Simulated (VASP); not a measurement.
# Mn2NiBr4 (Fd-3m) in VASP: single point with LDA

Aim: the single point of Mn2NiBr4 with LDA.

Everything below comes from runs of VASP 6.6.1. Logs are shortened: lines on timing, memory, paths and dates and some standing lists are left out, and cuts for length are marked.

## (1) The cell of the first run

It takes space group Fd-3m (No. 227, cubic). The conventional cell has a = 11.473 Å, b = 11.473 Å, c = 11.473 Å, α = 90.00°, β = 90.00°, γ = 90.00°. Within 3.5 Å of Br (site symmetry 3m) lie 1 Ni at 2.68 Å and 3 Mn at 2.76 Å. Ni (site symmetry -43m) has 4 Br at 2.68 Å within 3.5 Å. Within 3.6 Å of Mn (site symmetry -3m) lie 6 Br at 2.76 Å.

## (2) Single point, LDA

The input, INCAR:

```
SYSTEM = Mn2NiBr4
ALGO = Normal ; EDIFF = 1E-6
ENCUT = 520 ; ISIF = 2
ISMEAR = -1 ; LASPH = .True.
LCHARG = .False. ; LREAL = .False.
LWAVE = .False. ; NBANDS = 77
NELM = 60 ; PREC = Accurate
SIGMA = 0.1
```

The input, KPOINTS:

```
k-points
0
Gamma
  5 5 5
  0 0 0
```

The input, POSCAR:

```
Mn2NiBr4
1.0
    0.0000000000      5.7365990000      5.7365990000
    5.7365990000      0.0000000000      5.7365990000
    5.7365990000      5.7365990000      0.0000000000
Br Ni Mn
8 2 4
Direct
    0.3850000000      0.3850000000      0.3850000000
    0.4050000000      0.8650000000      0.8650000000
    0.3850000000      0.3850000000      0.8450000000
    0.8650000000      0.4050000000      0.8650000000
    0.8450000000      0.3850000000      0.3850000000
    0.8650000000      0.8650000000      0.8650000000
    0.3850000000      0.8450000000      0.3850000000
    0.8650000000      0.8650000000      0.4050000000
    0.0000000000      0.0000000000      0.0000000000
    0.2500000000      0.2500000000      0.2500000000
    0.6250000000      0.6250000000      0.6250000000
    0.1250000000      0.6250000000      0.6250000000
    0.6250000000      0.6250000000      0.1250000000
    0.6250000000      0.1250000000      0.6250000000
```

Potentials or basis: VASP PAW LDA potentials, release 64 (Br, Ni, Mn_pv).

Run with:

```bash
> cat potpaw_LDA.64/Br/POTCAR potpaw_LDA.64/Ni/POTCAR potpaw_LDA.64/Mn_pv/POTCAR > POTCAR
> mpirun -np 1 vasp_std > vasp.out
```

OUTCAR:

```text
SYSTEM = Mn2NiBr4
   EDIFF = 1E-6
   ENCUT = 520
   ISIF = 2
   ISMEAR = -1
   LASPH = .True.
   LREAL = .False.
   NELM = 60
   PREC = Accurate

 ion  position               nearest neighbor table
   1  0.385  0.385  0.385-  10 2.68  12 2.76  14 2.76  13 2.76
   2  0.405  0.865  0.865-   9 2.68  13 2.76  14 2.76  11 2.76
   3  0.385  0.385  0.845-  10 2.68  12 2.76  14 2.76  11 2.76
   4  0.865  0.405  0.865-   9 2.68  12 2.76  13 2.76  11 2.76
   5  0.845  0.385  0.385-  10 2.68  13 2.76  14 2.76  11 2.76
   6  0.865  0.865  0.865-   9 2.68  12 2.76  14 2.76  13 2.76
   7  0.385  0.845  0.385-  10 2.68  12 2.76  13 2.76  11 2.76
   8  0.865  0.865  0.405-   9 2.68  12 2.76  14 2.76  11 2.76
   9  0.000  0.000  0.000-   6 2.68   4 2.68   2 2.68   8 2.68
  10  0.250  0.250  0.250-   1 2.68   3 2.68   5 2.68   7 2.68
  11  0.625  0.625  0.625-   2 2.76   3 2.76   4 2.76   5 2.76   7 2.76   8 2.76
  12  0.125  0.625  0.625-   3 2.76   4 2.76   7 2.76   8 2.76   1 2.76   6 2.76
  13  0.625  0.625  0.125-   2 2.76   4 2.76   5 2.76   7 2.76   6 2.76   1 2.76
  14  0.625  0.125  0.625-   2 2.76   3 2.76   5 2.76   8 2.76   6 2.76   1 2.76

  LATTYP: Found a face centered cubic cell.
 ALAT       =    11.4731980000

  Lattice vectors:

 A1 = (   0.0000000000,   5.7365990000,   5.7365990000)
 A2 = (   5.7365990000,   0.0000000000,   5.7365990000)
 A3 = (   5.7365990000,   5.7365990000,   0.0000000000)

Analysis of symmetry for initial positions (statically):
=====================================================================
 Subroutine PRICEL returns:
 Original cell was already a primitive cell.

 Routine SETGRP: Setting up the symmetry group for a
 face centered cubic supercell.

 Subroutine GETGRP returns: Found 48 space group operations
 (whereof 24 operations were pure point group operations)
 out of a pool of 48 trial point group operations.

The static configuration has the point symmetry T_d .
 The point group associated with its full space group is O_h .

Analysis of symmetry for dynamics (positions and initial velocities):
=====================================================================
 Subroutine PRICEL returns:
 Original cell was already a primitive cell.

 Routine SETGRP: Setting up the symmetry group for a
 face centered cubic supercell.

 Subroutine GETGRP returns: Found 48 space group operations
 (whereof 24 operations were pure point group operations)
 out of a pool of 48 trial point group operations.

The dynamic configuration has the point symmetry T_d .
 The point group associated with its full space group is O_h .

 Subroutine INISYM returns: Found 48 space group operations
 (whereof 24 operations are pure point group operations),
 and found     1 'primitive' translations

----------------------------------------------------------------------------------------

                                     Primitive cell

  volume of cell :     377.5665

  direct lattice vectors                    reciprocal lattice vectors
     0.000000000  5.736599000  5.736599000    -0.087159657  0.087159657  0.087159657
     5.736599000  0.000000000  5.736599000     0.087159657 -0.087159657  0.087159657
     5.736599000  5.736599000  0.000000000     0.087159657  0.087159657 -0.087159657

  length of vectors
     8.112776108  8.112776108  8.112776108     0.150964954  0.150964954  0.150964954

  position of ions in fractional coordinates (direct lattice)
     0.385000000  0.385000000  0.385000000
     0.405000000  0.865000000  0.865000000
     0.385000000  0.385000000  0.845000000
     0.865000000  0.405000000  0.865000000
     0.845000000  0.385000000  0.385000000
     0.865000000  0.865000000  0.865000000
     0.385000000  0.845000000  0.385000000
     0.865000000  0.865000000  0.405000000
     0.000000000  0.000000000  0.000000000
     0.250000000  0.250000000  0.250000000
     0.625000000  0.625000000  0.625000000
     0.125000000  0.625000000  0.625000000
     0.625000000  0.625000000  0.125000000
     0.625000000  0.125000000  0.625000000

  ion indices of the primitive-cell ions
   primitive index   ion index
                 1           1
                 2           2
                 3           3
                 4           4
                 5           5
                 6           6
                 7           7
                 8           8
                 9           9
                10          10
                11          11
                12          12
                13          13
                14          14

----------------------------------------------------------------------------------------

 KPOINTS: k-points

Automatic generation of k-mesh.
 Grid dimensions read from file:
 generate k-points for:    5    5    5

 Generating k-lattice:

  Cartesian coordinates                     Fractional coordinates (reciprocal lattice)
    -0.017431931  0.017431931  0.017431931     0.200000000  0.000000000  0.000000000
     0.017431931 -0.017431931  0.017431931     0.000000000  0.200000000  0.000000000
     0.017431931  0.017431931 -0.017431931     0.000000000  0.000000000  0.200000000

  Length of vectors
     0.030192991  0.030192991  0.030192991

  Shift w.r.t. Gamma in fractional coordinates (k-lattice)
     0.000000000  0.000000000  0.000000000

 Subroutine IBZKPT returns following result:
 ===========================================

 Found     10 irreducible k-points:

 Following reciprocal coordinates:
            Coordinates               Weight
  0.000000  0.000000  0.000000      1.000000
  0.200000  0.000000  0.000000      8.000000
  0.400000  0.000000  0.000000      8.000000
  0.200000  0.200000  0.000000      6.000000
  0.400000  0.200000  0.000000     24.000000
 -0.400000  0.200000  0.000000     24.000000
 -0.200000  0.200000  0.000000     12.000000
  0.400000  0.400000  0.000000      6.000000
 -0.400000  0.400000  0.000000     12.000000
 -0.400000  0.400000  0.200000     24.000000
   k-points           NKPTS =     10   k-points in BZ     NKDIM =     10   number of bands    NBANDS=     77
   number of dos      NEDOS =    301   number of ions     NIONS =     14
   total plane-waves  NPLWV = 216000
   dimension x,y,z NGX =    60 NGY =   60 NGZ =   60
   dimension x,y,z NGXF=   120 NGYF=  120 NGZF=  120
   ions per type =               8   2   4
   NGX,Y,Z   is equivalent  to a cutoff of  12.30, 12.30, 12.30 a.u.
   NGXF,Y,Z  is equivalent  to a cutoff of  24.59, 24.59, 24.59 a.u.
 SYSTEM =  Mn2NiBr4
   PREC   = accura    normal or accurate (medium, high low for compatibility)
   ISTART =      0    job   : 0-new  1-cont  2-samecut
   ICHARG =      2    charge: 1-file 2-atom 10-const
   ISPIN  =      1    spin polarized calculation?
   LNONCOLLINEAR =      F non collinear calculations
   LSORBIT =      F    spin-orbit coupling
   LASPH  =      T    aspherical Exc in radial PAW
   ENCUT  =  520.0 eV  38.22 Ry    6.18 a.u.  15.08 15.08 15.08*2*pi/ulx,y,z
   NELM   =     60;   NELMIN=  2; NELMDL= -5     # of ELM steps
   EDIFF  = 0.1E-05   stopping-criterion for ELM
   LREAL  =      F    real-space projection
   EDIFFG = 0.1E-04   stopping-criterion for IOM
   NSW    =      0    number of steps for IOM
   IBRION =     -1    ionic relax: 0-MD 1-quasi-New 2-CG
   NFREE  =      0    steps in history (QN), initial steepest desc. (CG)
   ISIF   =      2    stress and relaxation
   ISYM   =      2    0-nonsym 1-usesym 2-fastsym
   POTIM  = 0.5000    time-step for ionic-motion
   TEBEG  =    0.0;   TEEND  =   0.0 temperature during run
   PSTRESS=    0.0 pullay stress
   NELECT =     128.0000    total number of electrons
   NUPDOWN=      -1.0000    fix difference up-down
   EMIN   =  10.00;   EMAX   =-10.00  energy-range for DOS
   EFERMI =   0.00;   METHOD = LEGACY
   ISMEAR =    -1;   SIGMA  =   0.10  broadening in eV -4-tet -1-fermi 0-gaus
   EFERMI_NEDOS =   21; number of points for ismear=-14 and -15
   IALGO  =     38    algorithm
   IMIX   =      4    mixing-type and parameters
     AMIX     =   0.40;   BMIX     =  1.00
     AMIX_MAG =   1.60;   BMIX_MAG =  1.00
  volume/ion in A,a.u.               =      26.97       182.00
  Fermi-wavevector in a.u.,A,eV,Ry     =   1.141512  2.157144 17.729054  1.303049
  Thomas-Fermi vector in A             =   2.278212
   LORBIT       =      0    0 simple, 1 ext, 2 COOP (PROOUT), +10 PAW based schemes
   GGA     = CA    functional components
   LHFCALC =     F    Hartree Fock is set to
   AEXX    =    0.0000 exact exchange contribution
   IVDW    =     0    specifies the selected vdW correction
   LEPSILON=     F    determine dielectric tensor
   LRPA    =     F    only Hartree local field effects (RPA)
 non-spin polarized calculation
  energy-cutoff  :      520.00
  volume of cell :      377.57
 maximum number of plane-waves:     10194
   NGX = 31   NGY = 31   NGZ = 31

 number of electron     128.0000057 magnetization

 Free energy of the ion-electron system (eV)
  ---------------------------------------------------
  ext. energy  EPLUGINS =         0.00000000
  ---------------------------------------------------
  free energy    TOTEN  =       -60.94195074 eV

  energy without entropy =      -59.58477901  energy(sigma->0) =      -60.26336487

 E-fermi :   2.7335     XC(G=0):  -9.1388

 val. band max:        2.7298286334   @ k =   0.4000   0.4000   0.0000
 cond. band min:       2.8315033888   @ k =  -0.4000   0.4000   0.0000
 fundamental gap:      0.1016747555
 Fermi energy:         2.7334946713

 k-point     1 :       0.0000    0.0000    0.0000
  band No.  band energies     occupation
      1     -44.4864      2.00000
      2     -44.4864      2.00000
      3     -44.4864      2.00000
      4     -44.4863      2.00000
      5     -44.4863      2.00000
      6     -44.4857      2.00000
[... 68 lines left out ...]
     75       3.3232      0.00548
     76       4.1508      0.00000
[... 709 lines left out ...]
     75       5.1004      0.00000
     76       5.3680      0.00000
 [bands above 76 left out]

------------------------ aborting loop because EDIFF is reached ----------------------------------------

  FORCE on cell =-STRESS in cart. coord.  units (eV):
  Direction    XX          YY          ZZ          XY          YZ          ZX
  --------------------------------------------------------------------------------------
  -------------------------------------------------------------------------------------
  Total      -32.8028692    -32.8028692    -32.8028692     -0.0000000      0.0000000     -0.0000000
  in kB     -139.1967003   -139.1967003   -139.1967003     -0.0000000      0.0000000     -0.0000000
  external PRESSURE =    -139.1967003 kB  Pullay stress =       0.0000000 kB

 VOLUME and BASIS-vectors are now :
 -----------------------------------------------------------------------------
  energy-cutoff  :      520.00
  volume of cell :      377.57
      direct lattice vectors                 reciprocal lattice vectors
     0.000000000  5.736599000  5.736599000    -0.087159657  0.087159657  0.087159657
     5.736599000  0.000000000  5.736599000     0.087159657 -0.087159657  0.087159657
     5.736599000  5.736599000  0.000000000     0.087159657  0.087159657 -0.087159657

 POSITION                                       TOTAL-FORCE (eV/Angst)
 -----------------------------------------------------------------------------------
      4.41718      4.41718      4.41718         0.248220      0.248220      0.248220
      9.92432      7.28548      7.28548        -0.248220      0.248220      0.248220
      7.05602      7.05602      4.41718        -0.248220     -0.248220      0.248220
      7.28548      9.92432      7.28548         0.248220     -0.248220      0.248220
      4.41718      7.05602      7.05602         0.248220     -0.248220     -0.248220
      9.92432      9.92432      9.92432        -0.248220     -0.248220     -0.248220
      7.05602      4.41718      7.05602        -0.248220      0.248220     -0.248220
      7.28548      7.28548      9.92432         0.248220      0.248220     -0.248220
      0.00000      0.00000      0.00000        -0.000000     -0.000000     -0.000000
      2.86830      2.86830      2.86830        -0.000000     -0.000000     -0.000000
      7.17075      7.17075      7.17075        -0.000000     -0.000000     -0.000000
      7.17075      4.30245      4.30245        -0.000000     -0.000000     -0.000000
      4.30245      4.30245      7.17075        -0.000000     -0.000000     -0.000000
      4.30245      7.17075      4.30245        -0.000000     -0.000000     -0.000000
 -----------------------------------------------------------------------------------
    total drift:                               -0.000000     -0.000000      0.000000

  FREE ENERGIE OF THE ION-ELECTRON SYSTEM (eV)
  ---------------------------------------------------
  free  energy   TOTEN  =       -60.9419507381 eV

  energy  without entropy=      -59.5847790110  energy(sigma->0) =      -60.26336487
```

Wall time 4.6 min (1 thread of Intel Xeon Platinum 8488C (Sapphire Rapids), shared host); peak memory 0.53 GiB.

Results:

| Property | Result |
| --- | --- |
| Free energy | -60.9420 eV |
| Pressure | -13.9 GPa |
| Largest force | 0.430 eV/Å |
| Band gap on the k mesh | zero (bands 64 and 65 overlap by 0.08 eV) |

Forces on the atoms (eV/Å):
```
Br   0.248  0.248  0.248
Br  -0.248  0.248  0.248
Br  -0.248 -0.248  0.248
Br   0.248 -0.248  0.248
Br   0.248 -0.248 -0.248
Br  -0.248 -0.248 -0.248
Br  -0.248  0.248 -0.248
Br   0.248  0.248 -0.248
Ni   0.000  0.000  0.000
Ni   0.000  0.000  0.000
Mn   0.000  0.000  0.000
Mn   0.000  0.000  0.000
Mn   0.000  0.000  0.000
Mn   0.000  0.000  0.000
```

Caveat: the cell stands under tension; the run has no spin polarisation, though such a crystal can be magnetic; semilocal functionals often make such compounds metallic where correlation or magnetic order opens a gap, which also shifts bond lengths.
